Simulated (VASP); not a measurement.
A run of VASP 6.6.1 is set up as follows.

Contents of INCAR:

```
SYSTEM = SiC
  PREC = Accurate
  ENCUT = 520
  EDIFF = 1E-6
  ISMEAR = 0
  SIGMA = 0.05
  LREAL = .FALSE.
  LASPH = .TRUE.
  NELM = 80
  ALGO = Normal
  ISIF = 2
  LWAVE = .FALSE.
  LCHARG = .FALSE.
  GGA = PE
  NBANDS = 26
```

File KPOINTS:

```
regular mesh
0
G
  12 12 4
  0 0 0
```

The input POSCAR:

```
SiC
1.0
    3.0941201807      0.0000000000      0.0000000000
   -1.5470600903      2.6795866789      0.0200969001
    0.0000000000      0.0759700440     10.1293391985
Si C
4 4
Direct
    0.6666666667      0.3333333333      0.9378441878
    0.3333333333      0.6666666667      0.4378441878
    0.0000000000      0.0000000000      0.6878995565
    0.0000000000      0.0000000000      0.1878995565
    0.6666666667      0.3333333333      0.7498074459
    0.3333333333      0.6666666667      0.2498074459
    0.0000000000      0.0000000000      0.5004478098
    0.0000000000      0.0000000000      0.0004478098
```

Potentials or basis: VASP PAW PBE potentials, release 64 (Si, C).

Run with:

```console
$ cat potpaw_PBE.64/Si/POTCAR potpaw_PBE.64/C/POTCAR > POTCAR
$ mpirun -np 1 vasp_std > vasp.out
```

(1) What does it give for the band gap on the k mesh?

(2) Estimate the largest force.

## Answers

(1) 2.18 eV (least direct gap 3.33 eV).

(2) 0.085 eV/Å.

Caveat: the cell differs from its parent crystal (strain +0.0150 x Voigt [0, 0, 0, 1, 0, 0]).
